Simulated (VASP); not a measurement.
A run of VASP 6.6.1 is set up as follows.

INCAR

```
PREC = Accurate
ENCUT = 520
EDIFF = 1E-6
ISMEAR = 0
SIGMA = 0.05
LREAL = False
LASPH = True
NELM = 150
ALGO = Fast
ISIF = 2
LWAVE = False
LCHARG = True
ISPIN = 2
MAGMOM = 7.7
LORBIT = 11
LMAXMIX = 6
GGA = PE
LELF = True
LVHAR = True
NBANDS = 18
```

The input KPOINTS:

```
Automatic mesh
0
Gamma
  14 14 14
```

Contents of POSCAR:

```
Eu
1.0
   -2.1614299943      2.1614299943      2.1614299943
    2.1614299943     -2.1614299943      2.1614299943
    2.1614299943      2.1614299943     -2.1614299943
Eu
1
Direct
    0.0000000000      0.0000000000      0.0000000000
```

Potentials or basis: VASP PAW PBE potentials, release 64 (Eu).

Command:

```console
$ cat potpaw_PBE.64/Eu/POTCAR > POTCAR
$ mpirun -np 1 vasp_std > vasp.out
```

Q: What does it give for the pressure?

A: 0.2 GPa.

Q: What does it give for the net moment?

A: 7.22 μB per cell.

 The state reached can hang on the start; a lower one may exist.
